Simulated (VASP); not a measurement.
Input of a VASP 6.6.1 run:

The input INCAR:

```
SYSTEM = YB3
ALGO = Normal ; EDIFF = 1E-8
ENCUT = 520 ; GGA = PS
IBRION = 8 ; ISIF = 2
ISMEAR = -1 ; LASPH = .True.
LCHARG = .False. ; LREAL = .False.
LWAVE = .False. ; NBANDS = 18
NELM = 80 ; NSW = 1
PREC = Accurate ; SIGMA = 0.15
```

The input KPOINTS:

```
k-points
0
Gamma
  12 12 12
  0 0 0
```

POSCAR

```
YB3
1.0
    3.5558313917      0.0000000000      0.0000000000
    0.0000000000      3.5558313917      0.0000000000
    0.0000000000      0.0000000000      3.5558313917
Y B
1 3
Direct
    0.0000000000      0.0000000000      0.0000000000
    0.0000000000      0.5000000000      0.5000000000
    0.5000000000      0.0000000000      0.5000000000
    0.5000000000      0.5000000000      0.0000000000
```

Potentials or basis: VASP PAW PBE potentials, release 64 (Y_sv, B).

The run is started by

```bash
$ cat potpaw_PBE.64/Y_sv/POTCAR potpaw_PBE.64/B/POTCAR > POTCAR
$ mpirun -np 1 vasp_std > vasp.out
```

(1) Estimate the highest phonon frequency at Γ, LO-TO splitting left out.

(2) Predict the most unstable mode.

Results:

(1) 497 cm⁻¹.

(2) 432i cm⁻¹.

Caveat: some modes are imaginary.
